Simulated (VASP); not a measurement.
# Pd in VASP: a series of runs

Pd is run at these levels: PBEsol; tasks: single point.

All numbers are computed with VASP 6.6.1; they aren't measurements. Logs are shortened: lines on timing, memory, paths and dates and some standing lists are left out, and cuts for length are marked.

## Step 1: The cell of the first run

The structure is cubic, space group Im-3m (No. 229). Conventional cell: a = 2.987 Å, b = 2.987 Å, c = 2.987 Å, α = 90.00°, β = 90.00°, γ = 90.00°. Pd (site symmetry m-3m) has 14 Pd at 2.59 to 2.99 Å within 3.4 Å.

## Step 2: Single point, PBEsol (strain -0.050 along x and y, -0.050 along z)

INCAR reads:

```
PREC     = Accurate       # precision mode
ENCUT    = 520            # plane-wave cutoff, eV
EDIFF    = 1E-6           # SCF threshold, eV
ISMEAR   = 0              # smearing method
SIGMA    = 0.15           # smearing width, eV
LREAL    = F              # projectors in reciprocal space
LASPH    = T              # aspherical terms in the spheres
NELM     = 80             # most SCF steps
ALGO     = Fast           # electronic algorithm
ISIF     = 2              # what is computed and relaxed
LWAVE    = F              # write WAVECAR
LCHARG   = F              # write CHGCAR
GGA      = PS             # functional
NBANDS   = 11             # bands
```

KPOINTS reads:

```
regular mesh
0
Gamma
  22 22 22
```

POSCAR reads:

```
Pd
1.0
   -1.4936669500      1.4936669500      1.4936669500
    1.4936669500     -1.4936669500      1.4936669500
    1.4936669500      1.4936669500     -1.4936669500
Pd
1
Direct
    0.0000000000      0.0000000000      0.0000000000
```

Potentials or basis: VASP PAW PBE potentials, release 64 (Pd).

Launch:

```console
$ cat potpaw_PBE.64/Pd/POTCAR > POTCAR
$ mpirun -np 1 vasp_std > vasp.out
```

OUTCAR:

```text
PREC = Accurate
   ENCUT = 520
   EDIFF = 1E-6
   ISMEAR = 0
   LREAL = F
   LASPH = T
   NELM = 80
   ISIF = 2
   GGA = PS

 ion  position               nearest neighbor table
   1  0.000  0.000  0.000-

  LATTYP: Found a body centered cubic cell.
 ALAT       =     2.9873339000

  Lattice vectors:

 A1 = (  -1.4936669500,   1.4936669500,   1.4936669500)
 A2 = (   1.4936669500,  -1.4936669500,   1.4936669500)
 A3 = (   1.4936669500,   1.4936669500,  -1.4936669500)

Analysis of symmetry for initial positions (statically):
=====================================================================
 Subroutine PRICEL returns:
 Original cell was already a primitive cell.

 Routine SETGRP: Setting up the symmetry group for a
 body centered cubic supercell.

 Subroutine GETGRP returns: Found 48 space group operations
 (whereof 48 operations were pure point group operations)
 out of a pool of 48 trial point group operations.

The static configuration has the point symmetry O_h .

Analysis of symmetry for dynamics (positions and initial velocities):
=====================================================================
 Subroutine PRICEL returns:
 Original cell was already a primitive cell.

 Routine SETGRP: Setting up the symmetry group for a
 body centered cubic supercell.

 Subroutine GETGRP returns: Found 48 space group operations
 (whereof 48 operations were pure point group operations)
 out of a pool of 48 trial point group operations.

The dynamic configuration has the point symmetry O_h .

 Subroutine INISYM returns: Found 48 space group operations
 (whereof 48 operations are pure point group operations),
 and found     1 'primitive' translations

----------------------------------------------------------------------------------------

                                     Primitive cell

  volume of cell :      13.3297

  direct lattice vectors                    reciprocal lattice vectors
    -1.493666950  1.493666950  1.493666950     0.000000000  0.334746645  0.334746645
     1.493666950 -1.493666950  1.493666950     0.334746645  0.000000000  0.334746645
     1.493666950  1.493666950 -1.493666950     0.334746645  0.334746645  0.000000000

  length of vectors
     2.587107047  2.587107047  2.587107047     0.473403245  0.473403245  0.473403245

  position of ions in fractional coordinates (direct lattice)
     0.000000000  0.000000000  0.000000000

  ion indices of the primitive-cell ions
   primitive index   ion index
                 1           1

----------------------------------------------------------------------------------------

 KPOINTS: regular mesh

Automatic generation of k-mesh.
 Grid dimensions read from file:
 generate k-points for:   22   22   22

 Generating k-lattice:

  Cartesian coordinates                     Fractional coordinates (reciprocal lattice)
     0.000000000  0.015215757  0.015215757     0.045454545  0.000000000  0.000000000
     0.015215757  0.000000000  0.015215757     0.000000000  0.045454545  0.000000000
     0.015215757  0.015215757  0.000000000     0.000000000  0.000000000  0.045454545

  Length of vectors
     0.021518329  0.021518329  0.021518329

  Shift w.r.t. Gamma in fractional coordinates (k-lattice)
     0.000000000  0.000000000  0.000000000

 Subroutine IBZKPT returns following result:
 ===========================================

 Found    328 irreducible k-points:

 Following reciprocal coordinates:
            Coordinates               Weight
  0.000000  0.000000  0.000000      1.000000
  0.045455  0.000000  0.000000     12.000000
  0.090909  0.000000  0.000000     12.000000
  0.136364  0.000000  0.000000     12.000000
  0.181818  0.000000  0.000000     12.000000
  0.227273  0.000000  0.000000     12.000000
[... 16 lines left out ...]
  0.090909  0.090909  0.000000     24.000000
  0.136364  0.090909  0.000000     48.000000
 [... further k-points ...]
   k-points           NKPTS =    328   k-points in BZ     NKDIM =    328   number of bands    NBANDS=     11
   number of dos      NEDOS =    301   number of ions     NIONS =      1
   total plane-waves  NPLWV =   8000
   dimension x,y,z NGX =    20 NGY =   20 NGZ =   20
   dimension x,y,z NGXF=    40 NGYF=   40 NGZF=   40
   ions per type =               1
   NGX,Y,Z   is equivalent  to a cutoff of  12.85, 12.85, 12.85 a.u.
   NGXF,Y,Z  is equivalent  to a cutoff of  25.70, 25.70, 25.70 a.u.
 SYSTEM =  unknown system
   PREC   = accura    normal or accurate (medium, high low for compatibility)
   ISTART =      0    job   : 0-new  1-cont  2-samecut
   ICHARG =      2    charge: 1-file 2-atom 10-const
   ISPIN  =      1    spin polarized calculation?
   LNONCOLLINEAR =      F non collinear calculations
   LSORBIT =      F    spin-orbit coupling
   LASPH  =      T    aspherical Exc in radial PAW
   ENCUT  =  520.0 eV  38.22 Ry    6.18 a.u.   4.81  4.81  4.81*2*pi/ulx,y,z
   NELM   =     80;   NELMIN=  2; NELMDL= -5     # of ELM steps
   EDIFF  = 0.1E-05   stopping-criterion for ELM
   LREAL  =      F    real-space projection
   EDIFFG = 0.1E-04   stopping-criterion for IOM
   NSW    =      0    number of steps for IOM
   IBRION =     -1    ionic relax: 0-MD 1-quasi-New 2-CG
   NFREE  =      0    steps in history (QN), initial steepest desc. (CG)
   ISIF   =      2    stress and relaxation
   ISYM   =      2    0-nonsym 1-usesym 2-fastsym
   POTIM  = 0.5000    time-step for ionic-motion
   TEBEG  =    0.0;   TEEND  =   0.0 temperature during run
   PSTRESS=    0.0 pullay stress
   NELECT =      10.0000    total number of electrons
   NUPDOWN=      -1.0000    fix difference up-down
   EMIN   =  10.00;   EMAX   =-10.00  energy-range for DOS
   EFERMI =   0.00;   METHOD = LEGACY
   ISMEAR =     0;   SIGMA  =   0.15  broadening in eV -4-tet -1-fermi 0-gaus
   EFERMI_NEDOS =   21; number of points for ismear=-14 and -15
   IALGO  =     68    algorithm
   IMIX   =      4    mixing-type and parameters
     AMIX     =   0.40;   BMIX     =  1.00
     AMIX_MAG =   1.60;   BMIX_MAG =  1.00
  volume/ion in A,a.u.               =      13.33        89.95
  Fermi-wavevector in a.u.,A,eV,Ry     =   1.487537  2.811037 30.106507  2.212766
  Thomas-Fermi vector in A             =   2.600685
   LORBIT       =      0    0 simple, 1 ext, 2 COOP (PROOUT), +10 PAW based schemes
   GGA     = PS    functional components
   LHFCALC =     F    Hartree Fock is set to
   AEXX    =    0.0000 exact exchange contribution
   IVDW    =     0    specifies the selected vdW correction
   LEPSILON=     F    determine dielectric tensor
   LRPA    =     F    only Hartree local field effects (RPA)
 non-spin polarized calculation
 RMM-DIIS sequential band-by-band and
 Gauss-broadening in eV      SIGMA  =   0.15
  energy-cutoff  :      520.00
  volume of cell :       13.33
 maximum number of plane-waves:       370
   NGX =  9   NGY =  9   NGZ =  9

 number of electron      10.0000004 magnetization

 Free energy of the ion-electron system (eV)
  ---------------------------------------------------
  ext. energy  EPLUGINS =         0.00000000
  ---------------------------------------------------
  free energy    TOTEN  =        -5.82238618 eV

  energy without entropy =       -5.80959377  energy(sigma->0) =       -5.81598998

 E-fermi :  11.4055     XC(G=0): -14.0133

 val. band max:       11.3945248880   @ k =  -0.4091  -0.4545   0.2727
 cond. band min:      11.4076522204   @ k =  -0.4091   0.4091   0.2727
 fundamental gap:      0.0131273324
 Fermi energy:        11.4055397830

 k-point     1 :       0.0000    0.0000    0.0000
  band No.  band energies     occupation
      1       3.3822      2.00000
      2       7.9427      2.00000
      3       7.9427      2.00000
      4       7.9427      2.00000
      5      10.2946      2.00000
      6      10.2946      2.00000
      7      30.9141      0.00000
      8      30.9141      0.00000
      9      30.9141      0.00000
     10      37.2946      0.00000
     11      40.7129      0.00000

 k-point     2 :       0.0455    0.0000    0.0000
  band No.  band energies     occupation
      1       3.4699      2.00000
      2       7.9097      2.00000
      3       7.9433      2.00000
      4       8.0091      2.00000
      5      10.2533      2.00000
      6      10.2969      2.00000
      7      30.9205      0.00000
      8      30.9434      0.00000
      9      31.0319      0.00000
     10      37.2861      0.00000
     11      39.7912      0.00000

 k-point     3 :       0.0909    0.0000    0.0000
  band No.  band energies     occupation
      1       3.7259      2.00000
      2       7.8145      2.00000
      3       7.9432      2.00000
      4       8.2062      2.00000
      5      10.1465      2.00000
      6      10.3045      2.00000
      7      30.8758      0.00000
      8      30.9900      0.00000
      9      31.3782      0.00000
     10      38.5054      0.00000
     11      38.9201      0.00000

 k-point     4 :       0.1364    0.0000    0.0000
  band No.  band energies     occupation
      1       4.1267      2.00000
      2       7.6680      2.00000
      3       7.9415      2.00000
      4       8.5264      2.00000
      5      10.0185      2.00000
      6      10.3190      2.00000
      7      30.5966      0.00000
      8      30.9276      0.00000
      9      31.9317      0.00000
     10      37.5765      0.00000
     11      38.3898      0.00000
[... 239 lines left out ...]
 k-point    22 :       0.4545    0.0455   -0.0000
  band No.  band energies     occupation
      1       5.2622      2.00000
      2       6.5381      2.00000
      3      10.2026      2.00000
      4      10.4680      2.00000
      5      11.6829      0.00893
      6      13.1137      0.00000
      7      20.3801      0.00000
      8      26.7345      0.00000
      9      30.0669      0.00000
     10      37.3792      0.00000
     11      38.8176      0.00000

 k-point    23 :       0.0909    0.0909    0.0000
  band No.  band energies     occupation
      1       4.3593      2.00000
      2       7.6742      2.00000
      3       7.7849      2.00000
      4       8.7829      2.00000
      5       9.9220      2.00000
      6      10.3660      2.00000
      7      30.3984      0.00000
      8      31.0835      0.00000
      9      31.8801      0.00000
     10      36.8464      0.00000
     11      37.9933      0.00000

 k-point    24 :       0.1364    0.0909    0.0000
  band No.  band energies     occupation
      1       4.8409      2.00000
      2       7.5212      2.00000
      3       7.7286      2.00000
      4       9.2636      2.00000
      5       9.8177      2.00000
      6      10.4223      2.00000
      7      29.8147      0.00000
      8      30.4901      0.00000
      9      32.4289      0.00000
     10      35.9375      0.00000
     11      37.3011      0.00000

 [... further k-points ...]

------------------------ aborting loop because EDIFF is reached ----------------------------------------

  FORCE on cell =-STRESS in cart. coord.  units (eV):
  Direction    XX          YY          ZZ          XY          YZ          ZX
  --------------------------------------------------------------------------------------
  -------------------------------------------------------------------------------------
  Total        1.9993079      1.9993079      1.9993079     -0.0000000     -0.0000000      0.0000000
  in kB      240.3084011    240.3084011    240.3084011     -0.0000000     -0.0000000      0.0000000
  external PRESSURE =     240.3084011 kB  Pullay stress =       0.0000000 kB

 VOLUME and BASIS-vectors are now :
 -----------------------------------------------------------------------------
  energy-cutoff  :      520.00
  volume of cell :       13.33
      direct lattice vectors                 reciprocal lattice vectors
    -1.493666950  1.493666950  1.493666950     0.000000000  0.334746645  0.334746645
     1.493666950 -1.493666950  1.493666950     0.334746645  0.000000000  0.334746645
     1.493666950  1.493666950 -1.493666950     0.334746645  0.334746645  0.000000000

 POSITION                                       TOTAL-FORCE (eV/Angst)
 -----------------------------------------------------------------------------------
      0.00000      0.00000      0.00000         0.000000     -0.000000     -0.000000
 -----------------------------------------------------------------------------------
    total drift:                               -0.000000     -0.000000      0.000000

  FREE ENERGIE OF THE ION-ELECTRON SYSTEM (eV)
  ---------------------------------------------------
  free  energy   TOTEN  =        -5.8223861842 eV

  energy  without entropy=       -5.8095937664  energy(sigma->0) =       -5.81598998
```

It took 36 s on 1 thread of AMD EPYC 7R13 (Zen 3), shared host; peak memory 0.13 GiB.

What came out:

| Property | Result |
| --- | --- |
| Free energy | -5.8224 eV |
| Pressure | 24.0 GPa |
| Band gap on the k mesh | zero (band 5 reaches 12.18 eV, above the bottom of band 6 at 10.16 eV) |

Caveat: the cell differs from its parent crystal (strain -0.050 along x and y, -0.050 along z); the PAW data sets were made with another functional, which shifts forces and pressure a little.

## Step 3: Single point, PBEsol (strain +0.000 along x and y, +0.050 along z)

INCAR reads:

```
ALGO     = Fast           # electronic algorithm
EDIFF    = 1E-6           # SCF threshold, eV
ENCUT    = 520            # plane-wave cutoff, eV
GGA      = PS             # functional
ISIF     = 2              # what is computed and relaxed
ISMEAR   = 0              # smearing method
LASPH    = T              # aspherical terms in the spheres
LCHARG   = T              # write CHGCAR
LELF     = T              # ELF
LREAL    = F              # projectors in reciprocal space
LVHAR    = T            
LWAVE    = F              # write WAVECAR
NBANDS   = 11             # bands
NELM     = 100            # most SCF steps
PREC     = Accurate       # precision mode
SIGMA    = 0.15           # smearing width, eV
```

KPOINTS reads:

```
k-points
0
Gamma
  22 22 22
```

POSCAR reads:

```
Pd
1.0
   -1.5722810000      1.5722810000      1.6508950500
    1.5722810000     -1.5722810000      1.6508950500
    1.5722810000      1.5722810000     -1.6508950500
Pd
1
Direct
    0.0000000000      0.0000000000      0.0000000000
```

Potentials or basis: VASP PAW PBE potentials, release 64 (Pd).

Launch:

```console
$ cat potpaw_PBE.64/Pd/POTCAR > POTCAR
$ mpirun -np 1 vasp_std > vasp.out
```

It took 3.2 min on 1 thread of AMD EPYC 7R13 (Zen 3), shared host; peak memory 0.23 GiB.

The run converged. Its results:

* Free energy: -5.8210 eV
* Pressure: -16.0 GPa
* Band gap on the k mesh: zero (band 5 reaches 8.54 eV, above the bottom of band 6 at 7.13 eV)

Stress tensor (GPa, compression positive):
```
-16.47   0.00   0.00
  0.00 -16.47   0.00
  0.00   0.00 -15.16
```

Levels at points of the mesh, in eV from the Fermi level:
| k point | band 2 | band 3 | band 4 | band 5 | band 6 | band 7 | band 8 | band 9 |
| --- | --- | --- | --- | --- | --- | --- | --- | --- |
| (0.00, 0.00, 0.00) | -2.62 | -2.62 | -2.33 | -0.98 | -0.66 | 18.52 | 19.37 | 19.37 |
| (0.50, 0.00, 0.00) | -3.45 | -1.07 | -0.59 | 0.48 | 1.40 | 6.94 | 15.04 | 17.17 |
| (0.50, 0.50, 0.00) | -3.78 | -0.66 | -0.50 | 0.54 | 1.72 | 7.43 | 14.38 | 16.01 |
| (0.50, 0.50, 0.50) | -4.45 | 0.13 | 0.21 | 0.21 | 7.84 | 9.27 | 9.27 | 15.29 |

Caveat: the cell differs from its parent crystal (strain +0.000 along x and y, +0.050 along z); the PAW data sets were made with another functional, which shifts forces and pressure a little.

## Step 4: Single point, PBEsol (strain +0.050 along x and y, +0.000 along z)

INCAR reads:

```
PREC = Accurate ; ENCUT = 520
EDIFF = 1E-6 ; ISMEAR = 0
SIGMA = 0.15 ; LREAL = False
LASPH = True ; NELM = 100
ALGO = Fast ; ISIF = 2
LWAVE = False ; LCHARG = False
GGA = PS ; NBANDS = 11
```

KPOINTS reads:

```
Automatic mesh
0
Gamma
  22 22 22
```

POSCAR reads:

```
Pd
1.0
   -1.6508950500      1.6508950500      1.5722810000
    1.6508950500     -1.6508950500      1.5722810000
    1.6508950500      1.6508950500     -1.5722810000
Pd
1
Direct
    0.0000000000      0.0000000000      0.0000000000
```

Launch:

```console
$ cat potpaw_PBE.64/Pd/POTCAR > POTCAR
$ mpirun -np 1 vasp_std > vasp.out
```

It took 2.9 min on 1 thread of AMD EPYC 7R13 (Zen 3), shared host; peak memory 0.24 GiB.

Results (log left out):

```
Free energy            : -5.7277 eV
Pressure               : -20.3 GPa
Band gap on the k mesh : zero (band 5 reaches 7.75 eV, above the bottom of band 6 at 6.49 eV)
```

Stress tensor (GPa, compression positive):
```
-20.04   0.00   0.00
  0.00 -20.04   0.00
  0.00   0.00 -20.97
```

Levels at points of the mesh, in eV from the Fermi level:
| k point | band 1 | band 2 | band 3 | band 4 | band 5 | band 6 | band 7 | band 8 | band 9 | band 10 |
| --- | --- | --- | --- | --- | --- | --- | --- | --- | --- | --- |
| (0.00, 0.00, 0.00) | -6.13 | -2.53 | -2.25 | -2.25 | -0.92 | -0.59 | 18.62 | 18.62 | 19.53 | 25.91 |
| (0.50, 0.00, 0.00) | -4.26 | -3.40 | -0.79 | -0.44 | 0.46 | 1.69 | 6.91 | 14.43 | 15.92 | 21.96 |
| (0.50, 0.50, 0.00) | -4.26 | -3.09 | -1.04 | -0.66 | 0.42 | 1.39 | 6.42 | 15.12 | 17.08 | 22.72 |
| (0.50, 0.50, 0.50) | -4.14 | -4.12 | 0.13 | 0.13 | 0.21 | 8.14 | 8.14 | 9.58 | 14.91 | 15.51 |

Caveat: the cell differs from its parent crystal (strain +0.050 along x and y, +0.000 along z); the PAW data sets were made with another functional, which shifts forces and pressure a little.

## Step 5: The runs side by side

```tsv
cell	gap on the mesh (eV)	pressure (GPa)
a = 2.587 Å, angles 109.5°, 1 atom	none	24.0
a = 2.769 Å, angles 110.8, 110.8, 106.8°, 1 atom	none	-16.0
a = 2.815 Å, angles 108.2, 108.2, 112.1°, 1 atom	none	-20.3
```

Alike in all rows: task single point; level PBEsol; potentials or basis VASP PAW PBE potentials, release 64 (Pd); no spin polarisation; k mesh 22 × 22 × 22; cutoff (eV) 520; smearing gaussian 0.15 eV.

Caveats: the PAW data sets were made with another functional, which shifts forces and pressure a little.

Absolute energies hang on the potentials; compare differences alone.
